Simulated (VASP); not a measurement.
A run of VASP 6.6.1:

The input INCAR:

```
ALGO = Normal ; EDIFF = 1E-6
ENCUT = 520 ; GGA = PE
ISIF = 2 ; ISMEAR = 0
LASPH = True ; LCHARG = True
LELF = True ; LREAL = False
LVHAR = True ; LWAVE = False
NBANDS = 24 ; NELM = 100
PREC = Accurate ; SIGMA = 0.05
```

KPOINTS

```
k-points
0
Gamma
  12 12 6
```

The input POSCAR:

```
ZrC
1.0
    3.9849661391      0.0000000000      0.0000000000
   -1.9924830696      3.4510819097      0.0000000000
    0.0000000000      0.0000000000      4.8028259188
Zr C
2 2
Direct
    0.6666666667      0.3333333333      0.0697886008
    0.3333333333      0.6666666667      0.5697886008
    0.6666666667      0.3333333333      0.5554113992
    0.3333333333      0.6666666667      0.0554113992
```

Potentials or basis: VASP PAW PBE potentials, release 64 (Zr_sv, C).

Launch:

```bash
$ cat potpaw_PBE.64/Zr_sv/POTCAR potpaw_PBE.64/C/POTCAR > POTCAR
$ mpirun -np 1 vasp_std > vasp.out
```

Hardware: 1 thread of Intel Xeon 8259CL (shared host).

Q: How long does it take, and how much memory?

A: It took 2.6 min on 1 thread of Intel Xeon 8259CL, with other jobs on the host, peak memory 0.24 GiB. Counts: scf iterations 13, k points 76.
